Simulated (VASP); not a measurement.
# WSe2 in VASP: single point with PBEsol

Aim: the single point of WSe2 with PBEsol.

Everything below comes from runs of VASP 6.6.1. Logs are shortened: lines on timing, memory, paths and dates and some standing lists are left out, and cuts for length are marked.

## Step 1: The cell of the first run

The cell holds a sheet with vacuum, 3 atoms: a = 3.282 Å, b = 3.282 Å, c = 30.482 Å, α = 90.00°, β = 90.00°, γ = 120.00°.

## Step 2: Single point, PBEsol

INCAR

```
PREC     = Accurate       # precision mode
ENCUT    = 520            # plane-wave cutoff, eV
EDIFF    = 1E-7           # SCF threshold, eV
ISMEAR   = 0              # smearing method
SIGMA    = 0.02           # smearing width, eV
LREAL    = False          # projectors in reciprocal space
LASPH    = True           # aspherical terms in the spheres
NELM     = 100            # most SCF steps
ALGO     = Normal         # electronic algorithm
ISIF     = 2              # what is computed and relaxed
LWAVE    = False          # write WAVECAR
LCHARG   = False          # write CHGCAR
LDIPOL   = True         
IDIPOL   = 3            
DIPOL    = 0.5 0.5 0.350
GGA      = PS             # functional
NBANDS   = 20             # bands
```

KPOINTS

```
regular mesh
0
Gamma
  12 12 1
```

POSCAR

```
WSe2
1.0
    3.2820000000      0.0000000000      0.0000000000
   -1.6410000000      2.8422953752      0.0000000000
    0.0000000000      0.0000000000     30.4820000032
Se W
2 1
Direct
    0.6666666667      0.3333333333      0.2953306563
    0.6666666667      0.3333333333      0.4047874461
    0.3333333333      0.6666666667      0.3500590512
```

Potentials or basis: VASP PAW PBE potentials, release 64 (Se, W_sv).

The run is started by

```
$ cat potpaw_PBE.64/Se/POTCAR potpaw_PBE.64/W_sv/POTCAR > POTCAR
$ mpirun -np 1 vasp_std > vasp.out
```

OUTCAR:

```text
PREC = Accurate
   ENCUT = 520
   EDIFF = 1E-7
   ISMEAR = 0
   LREAL = False
   LASPH = True
   NELM = 100
   ISIF = 2
   GGA = PS

 ion  position               nearest neighbor table
   1  0.667  0.333  0.295-   3 2.52   3 2.52   3 2.52
   2  0.667  0.333  0.405-   3 2.52   3 2.52   3 2.52
   3  0.333  0.667  0.350-   1 2.52   2 2.52   1 2.52   2 2.52   1 2.52   2 2.52

  LATTYP: Found a hexagonal cell.
 ALAT       =     3.2820000000
 C/A-ratio  =     9.2876294952

  Lattice vectors:

 A1 = (   3.2820000000,   0.0000000000,   0.0000000000)
 A2 = (  -1.6410000000,   2.8422953752,   0.0000000000)
 A3 = (   0.0000000000,   0.0000000000,  30.4820000032)

Analysis of symmetry for initial positions (statically):
=====================================================================
 Subroutine PRICEL returns:
 Original cell was already a primitive cell.

 Routine SETGRP: Setting up the symmetry group for a
 hexagonal supercell.

 Subroutine GETGRP returns: Found 12 space group operations
 (whereof  6 operations were pure point group operations)
 out of a pool of 24 trial point group operations.

The static configuration has the point symmetry C_3v.
 The point group associated with its full space group is D_3h.

Analysis of symmetry for dynamics (positions and initial velocities):
=====================================================================
 Subroutine PRICEL returns:
 Original cell was already a primitive cell.

 Routine SETGRP: Setting up the symmetry group for a
 hexagonal supercell.

 Subroutine GETGRP returns: Found 12 space group operations
 (whereof  6 operations were pure point group operations)
 out of a pool of 24 trial point group operations.

The dynamic configuration has the point symmetry C_3v.
 The point group associated with its full space group is D_3h.

 Subroutine INISYM returns: Found 12 space group operations
 (whereof  6 operations are pure point group operations),
 and found     1 'primitive' translations

----------------------------------------------------------------------------------------

                                     Primitive cell

  volume of cell :     284.3487

  direct lattice vectors                    reciprocal lattice vectors
     3.282000000  0.000000000  0.000000000     0.304692261  0.175914159  0.000000000
    -1.641000000  2.842295375  0.000000000     0.000000000  0.351828318  0.000000000
     0.000000000  0.000000000 30.482000003     0.000000000  0.000000000  0.032806246

  length of vectors
     3.282000000  3.282000000 30.482000003     0.351828318  0.351828318  0.032806246

  position of ions in fractional coordinates (direct lattice)
     0.666666667  0.333333333  0.295330656
     0.666666667  0.333333333  0.404787446
     0.333333333  0.666666667  0.350059051

  ion indices of the primitive-cell ions
   primitive index   ion index
                 1           1
                 2           2
                 3           3

----------------------------------------------------------------------------------------

 KPOINTS: regular mesh

Automatic generation of k-mesh.
 Grid dimensions read from file:
 generate k-points for:   12   12    1

 Generating k-lattice:

  Cartesian coordinates                     Fractional coordinates (reciprocal lattice)
     0.025391022  0.014659513  0.000000000     0.083333333 -0.000000000  0.000000000
     0.000000000  0.029319026  0.000000000     0.000000000  0.083333333  0.000000000
     0.000000000  0.000000000  0.032806246     0.000000000  0.000000000  1.000000000

  Length of vectors
     0.029319026  0.029319026  0.032806246

  Shift w.r.t. Gamma in fractional coordinates (k-lattice)
     0.000000000  0.000000000  0.000000000

 Subroutine IBZKPT returns following result:
 ===========================================

 Found     19 irreducible k-points:

 Following reciprocal coordinates:
            Coordinates               Weight
  0.000000  0.000000  0.000000      1.000000
  0.083333 -0.000000  0.000000      6.000000
  0.166667 -0.000000  0.000000      6.000000
  0.250000  0.000000  0.000000      6.000000
  0.333333 -0.000000  0.000000      6.000000
  0.416667 -0.000000  0.000000      6.000000
[... 11 lines left out ...]
  0.333333  0.250000  0.000000     12.000000
  0.333333  0.333333  0.000000      2.000000
   k-points           NKPTS =     19   k-points in BZ     NKDIM =     19   number of bands    NBANDS=     20
   number of dos      NEDOS =    301   number of ions     NIONS =      3
   total plane-waves  NPLWV = 138240
   dimension x,y,z NGX =    24 NGY =   24 NGZ =  240
   dimension x,y,z NGXF=    48 NGYF=   48 NGZF=  480
   ions per type =               2   1
   NGX,Y,Z   is equivalent  to a cutoff of  12.16, 12.16, 13.09 a.u.
   NGXF,Y,Z  is equivalent  to a cutoff of  24.31, 24.31, 26.18 a.u.
 SYSTEM =  unknown system
   PREC   = accura    normal or accurate (medium, high low for compatibility)
   ISTART =      0    job   : 0-new  1-cont  2-samecut
   ICHARG =      2    charge: 1-file 2-atom 10-const
   ISPIN  =      1    spin polarized calculation?
   LNONCOLLINEAR =      F non collinear calculations
   LSORBIT =      F    spin-orbit coupling
   LASPH  =      T    aspherical Exc in radial PAW
   ENCUT  =  520.0 eV  38.22 Ry    6.18 a.u.   6.10  6.10 56.68*2*pi/ulx,y,z
   NELM   =    100;   NELMIN=  2; NELMDL= -5     # of ELM steps
   EDIFF  = 0.1E-06   stopping-criterion for ELM
   LREAL  =      F    real-space projection
   EDIFFG = 0.1E-05   stopping-criterion for IOM
   NSW    =      0    number of steps for IOM
   IBRION =     -1    ionic relax: 0-MD 1-quasi-New 2-CG
   NFREE  =      0    steps in history (QN), initial steepest desc. (CG)
   ISIF   =      2    stress and relaxation
   ISYM   =      2    0-nonsym 1-usesym 2-fastsym
   POTIM  = 0.5000    time-step for ionic-motion
   TEBEG  =    0.0;   TEEND  =   0.0 temperature during run
   PSTRESS=    0.0 pullay stress
   NELECT =      26.0000    total number of electrons
   NUPDOWN=      -1.0000    fix difference up-down
   EMIN   =  10.00;   EMAX   =-10.00  energy-range for DOS
   EFERMI =   0.00;   METHOD = LEGACY
   ISMEAR =     0;   SIGMA  =   0.02  broadening in eV -4-tet -1-fermi 0-gaus
   EFERMI_NEDOS =   21; number of points for ismear=-14 and -15
   IALGO  =     38    algorithm
   IMIX   =      4    mixing-type and parameters
     AMIX     =   0.40;   BMIX     =  1.00
     AMIX_MAG =   1.60;   BMIX_MAG =  1.00
  volume/ion in A,a.u.               =      94.78       639.63
  Fermi-wavevector in a.u.,A,eV,Ry     =   0.737534  1.393738  7.400981  0.543957
  Thomas-Fermi vector in A             =   1.831239
   LORBIT       =      0    0 simple, 1 ext, 2 COOP (PROOUT), +10 PAW based schemes
   GGA     = PS    functional components
   LHFCALC =     F    Hartree Fock is set to
   AEXX    =    0.0000 exact exchange contribution
   IVDW    =     0    specifies the selected vdW correction
   LEPSILON=     F    determine dielectric tensor
   LRPA    =     F    only Hartree local field effects (RPA)
 non-spin polarized calculation
 Gauss-broadening in eV      SIGMA  =   0.02
  energy-cutoff  :      520.00
  volume of cell :      284.35
 maximum number of plane-waves:      7728
   NGX = 13   NGY = 13   NGZ =113

 dipolmoment           0.000000      0.000000      0.000000 electrons x Angstroem

 number of electron      25.9999997 magnetization

 dipolmoment           0.000000      0.000000     -0.000000 electrons x Angstroem

 Free energy of the ion-electron system (eV)
  ---------------------------------------------------
  ext. energy  EPLUGINS =         0.00000000
  ---------------------------------------------------
  free energy    TOTEN  =       -23.23455677 eV

  energy without entropy =      -23.23455677  energy(sigma->0) =      -23.23455677

 E-fermi :  -2.6159     XC(G=0):  -2.6507

 val. band max:       -2.8083201783   @ k =   0.3333   0.3333   0.0000
 cond. band min:      -1.1676814674   @ k =   0.3333   0.3333   0.0000
 fundamental gap:      1.6406387109
 Fermi energy:        -2.6159489663

 k-point     1 :       0.0000    0.0000    0.0000
  band No.  band energies     occupation
      1     -76.7637      2.00000
      2     -41.0212      2.00000
      3     -40.8827      2.00000
      4     -40.8827      2.00000
      5     -17.6744      2.00000
      6     -16.3678      2.00000
[... 12 lines left out ...]
     19       2.0414      0.00000
     20       2.3683      0.00000

 k-point     2 :       0.0833   -0.0000    0.0000
  band No.  band energies     occupation
      1     -76.7630      2.00000
      2     -41.0180      2.00000
      3     -40.8991      2.00000
      4     -40.8865      2.00000
      5     -17.5675      2.00000
      6     -16.3148      2.00000
[... 12 lines left out ...]
     19       2.1799      0.00000
     20       2.5398      0.00000

 k-point     3 :       0.1667   -0.0000    0.0000
  band No.  band energies     occupation
      1     -76.7611      2.00000
      2     -41.0094      2.00000
      3     -40.9438      2.00000
      4     -40.8970      2.00000
      5     -17.2610      2.00000
      6     -16.1632      2.00000
[... 12 lines left out ...]
     19       2.5724      0.00000
     20       2.9469      0.00000

 k-point     4 :       0.2500    0.0000    0.0000
  band No.  band energies     occupation
      1     -76.7584      2.00000
      2     -41.0042      2.00000
      3     -40.9976      2.00000
      4     -40.9113      2.00000
      5     -16.7995      2.00000
      6     -15.9374      2.00000
[... 314 lines left out ...]
 k-point    18 :       0.3333    0.2500    0.0000
  band No.  band energies     occupation
      1     -76.7520      2.00000
      2     -41.0818      2.00000
      3     -41.0091      2.00000
      4     -40.9697      2.00000
      5     -15.4084      2.00000
      6     -15.2626      2.00000
[... 12 lines left out ...]
     19       4.3326      0.00000
     20       5.6589      0.00000

 k-point    19 :       0.3333    0.3333    0.0000
  band No.  band energies     occupation
      1     -76.7516      2.00000
      2     -41.0632      2.00000
      3     -41.0377      2.00000
      4     -40.9681      2.00000
      5     -15.3167      2.00000
      6     -15.2141      2.00000
[... 12 lines left out ...]
     19       3.6873      0.00000
     20       5.9059      0.00000

------------------------ aborting loop because EDIFF is reached ----------------------------------------

 vacuum level on the upper side and lower side of the slab       (xc-potential included)        -0.011        -0.011

  FORCE on cell =-STRESS in cart. coord.  units (eV):
  Direction    XX          YY          ZZ          XY          YZ          ZX
  --------------------------------------------------------------------------------------
  -------------------------------------------------------------------------------------
  Total       -0.1770512     -0.1770512      0.1920736      0.0000000      0.0000000      0.0000000
  in kB       -0.9976039     -0.9976039      1.0822488      0.0000000      0.0000000      0.0000000
  external PRESSURE =      -0.3043197 kB  Pullay stress =       0.0000000 kB

 VOLUME and BASIS-vectors are now :
 -----------------------------------------------------------------------------
  energy-cutoff  :      520.00
  volume of cell :      284.35
      direct lattice vectors                 reciprocal lattice vectors
     3.282000000  0.000000000  0.000000000     0.304692261  0.175914159  0.000000000
    -1.641000000  2.842295375  0.000000000     0.000000000  0.351828318  0.000000000
     0.000000000  0.000000000 30.482000003     0.000000000  0.000000000  0.032806246

 POSITION                                       TOTAL-FORCE (eV/Angst)
 -----------------------------------------------------------------------------------
      1.64100      0.94743      9.00227        -0.000000      0.000000     -0.060845
      1.64100      0.94743     12.33873        -0.000000      0.000000      0.060845
     -0.00000      1.89486     10.67050         0.000000     -0.000000      0.000000
 -----------------------------------------------------------------------------------
    total drift:                                0.000000     -0.000000     -0.000007

  FREE ENERGIE OF THE ION-ELECTRON SYSTEM (eV)
  ---------------------------------------------------
  free  energy   TOTEN  =       -23.2345567710 eV

  energy  without entropy=      -23.2345567710  energy(sigma->0) =      -23.23455677

 vacuum level on the upper side and lower side of the slab         2.335         2.335
```

Run time: 2 min. Hardware: 1 thread of AMD EPYC 7R13 (Zen 3), shared host; peak memory 0.4 GiB.

Results:

* Free energy: -23.2346 eV
* Largest force: 0.061 eV/Å
* Band gap on the k mesh: 1.64 eV, direct

Forces on the atoms (eV/Å):
```
Se   0.000  0.000 -0.061
Se   0.000  0.000  0.061
W    0.000  0.000  0.000
```

Levels at points of the mesh, in eV from the valence-band top:
```csv
k point,band 11,band 12,band 13,band 14,band 15,band 16
"(0.00, 0.00, 0.00)",-1.21,-1.21,-0.37,3.03,3.03,3.24
"(0.50, 0.00, 0.00)",-2.15,-1.01,-0.88,2.48,2.83,3.76
```

Caveat: the PAW data sets were made with another functional, which shifts forces and pressure a little; spin-orbit coupling is left out, which moves the levels of the heavy elements.
